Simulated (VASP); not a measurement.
# B (Pmmn) in VASP: relaxation of cell and atoms with PBE

Aim: the relaxation of cell and atoms of B with PBE.

Everything below comes from runs of VASP 6.6.1. Logs are shortened: lines on timing, memory, paths and dates and some standing lists are left out, and cuts for length are marked.

### Step 1. The cell of the first run

It takes space group Pmmn (No. 59, orthorhombic). The conventional cell has a = 1.852 Å, b = 2.939 Å, c = 3.111 Å, α = 90.00°, β = 90.00°, γ = 90.00°. Within 2.3 Å of B (site symmetry mm2) lie 6 B at 1.76 to 1.85 Å.

The cell was generated, and may not be a known phase.

### Step 2. Relaxation of cell and atoms, PBE

INCAR reads:

```
PREC     = Accurate       # precision mode
ENCUT    = 910            # plane-wave cutoff, eV
EDIFF    = 1E-7           # SCF threshold, eV
ISMEAR   = 0              # smearing method
SIGMA    = 0.1            # smearing width, eV
LREAL    = False          # projectors in reciprocal space
LASPH    = True           # aspherical terms in the spheres
NELM     = 120            # most SCF steps
ALGO     = Normal         # electronic algorithm
ISIF     = 3              # what is computed and relaxed
LWAVE    = False          # write WAVECAR
LCHARG   = False          # write CHGCAR
GGA      = PE             # functional
IBRION   = 2              # ionic algorithm
NSW      = 90             # ionic steps
EDIFFG   = -0.04          # ionic threshold
GGA_COMPAT= False        
NELMIN   = 4
```

KPOINTS reads:

```
Automatic mesh
0
Gamma
  10 6 6
```

POSCAR reads:

```
B
1.0
    1.8518601900      0.0000000000      0.0000000000
    0.0000000000      2.9388209000      0.0000000000
    0.0000000000      0.0000000000      3.1112576600
B
2
Direct
    0.0000000000      0.0000000000      0.5498235800
    0.5000000000      0.5000000000      0.4501764200
```

Potentials or basis: VASP PAW PBE potentials, release 64 (B_h).

The run is started by

```
> cat potpaw_PBE.64/B_h/POTCAR > POTCAR
> mpirun -np 1 vasp_std > vasp.out
```

OUTCAR:

```text
PREC = Accurate
   ENCUT = 910
   EDIFF = 1E-7
   ISMEAR = 0
   LREAL = False
   LASPH = True
   NELM = 120
   ISIF = 3
   GGA = PE
   IBRION = 2
   NSW = 90
   EDIFFG = -0.04
   NELMIN = 4

 ion  position               nearest neighbor table
   1  0.000  0.000  0.550-
   2  0.500  0.500  0.450-

  LATTYP: Found a simple orthorhombic cell.
 ALAT       =     1.8518601900
 B/A-ratio  =     1.5869561406
 C/A-ratio  =     1.6800715717

  Lattice vectors:

 A1 = (   1.8518601900,   0.0000000000,   0.0000000000)
 A2 = (   0.0000000000,   2.9388209000,   0.0000000000)
 A3 = (   0.0000000000,   0.0000000000,   3.1112576600)

Analysis of symmetry for initial positions (statically):
=====================================================================
 Subroutine PRICEL returns:
 Original cell was already a primitive cell.

 Routine SETGRP: Setting up the symmetry group for a
 simple orthorhombic supercell.

 Subroutine GETGRP returns: Found  8 space group operations
 (whereof  4 operations were pure point group operations)
 out of a pool of  8 trial point group operations.

The static configuration has the point symmetry C_2v.
 The point group associated with its full space group is D_2h.

Analysis of symmetry for dynamics (positions and initial velocities):
=====================================================================
 Subroutine PRICEL returns:
 Original cell was already a primitive cell.

 Routine SETGRP: Setting up the symmetry group for a
 simple orthorhombic supercell.

 Subroutine GETGRP returns: Found  8 space group operations
 (whereof  4 operations were pure point group operations)
 out of a pool of  8 trial point group operations.

The dynamic configuration has the point symmetry C_2v.
 The point group associated with its full space group is D_2h.

 Subroutine INISYM returns: Found  8 space group operations
 (whereof  4 operations are pure point group operations),
 and found     1 'primitive' translations

----------------------------------------------------------------------------------------

                                     Primitive cell

  volume of cell :      16.9324

  direct lattice vectors                    reciprocal lattice vectors
     1.851860190  0.000000000  0.000000000     0.539997569  0.000000000  0.000000000
[... 111 lines left out ...]
   GGA     = PE    functional components
   LHFCALC =     F    Hartree Fock is set to
   AEXX    =    0.0000 exact exchange contribution
   IVDW    =     0    specifies the selected vdW correction
   LEPSILON=     F    determine dielectric tensor
   LRPA    =     F    only Hartree local field effects (RPA)
 conjugate gradient relaxation of ions
 non-spin polarized calculation
 Gauss-broadening in eV      SIGMA  =   0.10
  energy-cutoff  :      910.00
  volume of cell :       16.93
 maximum number of plane-waves:      1072
   NGX =  9   NGY = 15   NGZ = 15

--------------------------------------- Ionic step        1  -------------------------------------------

 number of electron       6.0000000 magnetization

 Free energy of the ion-electron system (eV)
  ---------------------------------------------------
  ext. energy  EPLUGINS =         0.00000000
  ---------------------------------------------------
  free energy    TOTEN  =       -11.76172100 eV

  energy without entropy =      -11.75749506  energy(sigma->0) =      -11.75960803

------------------------ aborting loop because EDIFF is reached ----------------------------------------

  FORCE on cell =-STRESS in cart. coord.  units (eV):
  Direction    XX          YY          ZZ          XY          YZ          ZX
  --------------------------------------------------------------------------------------
  -------------------------------------------------------------------------------------
  Total       -4.7039834     -1.0900034      0.6476660      0.0000000      0.0000000      0.0000000
  in kB     -445.1015119   -103.1385759     61.2836138      0.0000000      0.0000000      0.0000000
  external PRESSURE =    -162.3188246 kB  Pullay stress =       0.0000000 kB
[... 89 lines left out ...]
  FREE ENERGIE OF THE ION-ELECTRON SYSTEM (eV)
  ---------------------------------------------------
  free  energy   TOTEN  =       -11.9958396305 eV

  energy  without entropy=      -11.9945784714  energy(sigma->0) =      -11.99520905

[... ionic steps 4 to 18 ...]

--------------------------------------- Ionic step       19  -------------------------------------------

 number of electron       6.0000000 magnetization

------------------------ aborting loop because EDIFF is reached ----------------------------------------
[... 67 lines left out ...]
--------------------------------------- Ionic step       21  -------------------------------------------

 number of electron       6.0000000 magnetization

 Free energy of the ion-electron system (eV)
  ---------------------------------------------------
  ext. energy  EPLUGINS =         0.00000000
  ---------------------------------------------------
  free energy    TOTEN  =       -12.45547884 eV

  energy without entropy =      -12.45323971  energy(sigma->0) =      -12.45435928

 E-fermi :   6.3683     XC(G=0): -10.7324

 val. band max:        6.3293763831   @ k =   0.2000   0.3333   0.0000
 cond. band min:       6.3963431905   @ k =   0.2000   0.3333   0.3333
 fundamental gap:      0.0669668075
 Fermi energy:         6.3683222804

 k-point     1 :       0.0000    0.0000    0.0000
  band No.  band energies     occupation
      1      -9.8317      2.00000
      2       0.8680      2.00000
      3       0.9736      2.00000
      4       3.9079      2.00000
      5       9.2916      0.00000
      6      14.9731      0.00000
      7      18.6467      0.00000
[... 221 lines left out ...]
 k-point    24 :       0.5000    0.5000    0.0000
  band No.  band energies     occupation
      1       0.1338      2.00000
      2       0.1338      2.00000
      3       9.7148      0.00000
      4       9.7148      0.00000
      5      14.9641      0.00000
      6      14.9641      0.00000
      7      15.4138      0.00000

 [... further k-points ...]

------------------------ aborting loop because EDIFF is reached ----------------------------------------

  FORCE on cell =-STRESS in cart. coord.  units (eV):
  Direction    XX          YY          ZZ          XY          YZ          ZX
  --------------------------------------------------------------------------------------
  -------------------------------------------------------------------------------------
  Total        0.0640569      0.0168912      0.0262656      0.0000000      0.0000000      0.0000000
  in kB        5.9195798      1.5609415      2.4272382      0.0000000      0.0000000      0.0000000
  external PRESSURE =       3.3025865 kB  Pullay stress =       0.0000000 kB
[... 17 lines left out ...]
  FREE ENERGIE OF THE ION-ELECTRON SYSTEM (eV)
  ---------------------------------------------------
  free  energy   TOTEN  =       -12.4554788407 eV

  energy  without entropy=      -12.4532397101  energy(sigma->0) =      -12.45435928

 reached required accuracy - stopping structural energy minimisation
```

It took 2.8 min on 1 thread of Intel Xeon Platinum 8375C at 2.90GHz (Ice Lake), shared host; peak memory 0.15 GiB.

Results:

```yaml
Free_energy: -12.4555 eV
Relaxed_volume: 8.67 Å³/atom
Relaxed_cell: a = 1.625 Å, b = 2.864 Å, c = 3.724 Å, α = 90.00°, β = 90.00°, γ = 90.00°
Space_group_after_relaxing_to_0.1_Å: Pmmn (No. 59)
Energy_gained_by_relaxing: 346.9 meV/atom
Ionic_steps: 21
Pressure_after_relaxing: 0.3 GPa
Largest_force_after_relaxing: 0.007 eV/Å
Band_gap_on_the_k_mesh: zero (bands 3 and 4 overlap by 11.34 eV)
```

Forces on the atoms (eV/Å):
```
B    0.000  0.000  0.007
B    0.000  0.000 -0.007
```

Step by step:
| step | energy change (eV) | largest force (eV/Å) | pressure (GPa) | volume (Å³) |
| --- | --- | --- | --- | --- |
| 1 | 0.0000 | 0.1553 | -16.23 | 16.93 |
| 2 | -0.1552 | 0.6776 | 24.52 | 14.84 |
| 3 | -0.2341 | 0.3701 | 7.03 | 15.51 |
| 4 | -0.2342 | 0.3628 | 5.98 | 15.55 |
| 5 | -0.2607 | 0.3976 | 1.55 | 16.00 |
| 6 | -0.2620 | 0.4437 | 0.94 | 16.07 |
| 7 | -0.2966 | 0.5449 | 0.13 | 16.34 |
| 8 | -0.4365 | 0.9232 | -3.15 | 17.13 |
| 9 | -0.6496 | 0.1331 | -6.06 | 18.67 |
| 10 | -0.6505 | 0.1378 | -5.91 | 18.44 |
| 11 | -0.6729 | 0.2406 | 1.47 | 17.93 |
| 12 | -0.6831 | 0.1906 | -1.32 | 18.12 |
| 13 | -0.6902 | 0.0266 | -2.14 | 17.94 |
| 14 | -0.6904 | 0.0529 | -2.06 | 17.97 |
| 15 | -0.6911 | 0.0939 | 1.40 | 17.64 |
| 16 | -0.6918 | 0.0323 | -0.06 | 17.78 |
| 17 | -0.6923 | 0.0412 | -0.13 | 17.73 |
| 18 | -0.6929 | 0.0670 | -0.32 | 17.61 |
| 19 | -0.6933 | 0.0558 | -0.39 | 17.56 |
| 20 | -0.6936 | 0.0260 | -0.56 | 17.43 |
| 21 | -0.6938 | 0.0065 | 0.33 | 17.34 |

Final structure:
```cif
data_structure
_symmetry_space_group_name_H-M 'P 1'
_symmetry_Int_Tables_number 1
_cell_length_a 1.6255
_cell_length_b 2.8643
_cell_length_c 3.7238
_cell_angle_alpha 90.000
_cell_angle_beta 90.000
_cell_angle_gamma 90.000
_cell_volume 17.34
loop_
_atom_site_label
_atom_site_type_symbol
_atom_site_fract_x
_atom_site_fract_y
_atom_site_fract_z
_atom_site_occupancy
B1 B 0.00000 0.00000 0.61306 1
B2 B 0.50000 0.50000 0.38694 1
```

Caveat: a cell axis changed by over 15 % at a fixed basis, so the end point is rough; this functional lacks dispersion, which binds layers or chains, so the pressure and a relaxed spacing across them are unreliable.

The gap in the log of VASP goes by the Fermi energy; the results here count the filled bands.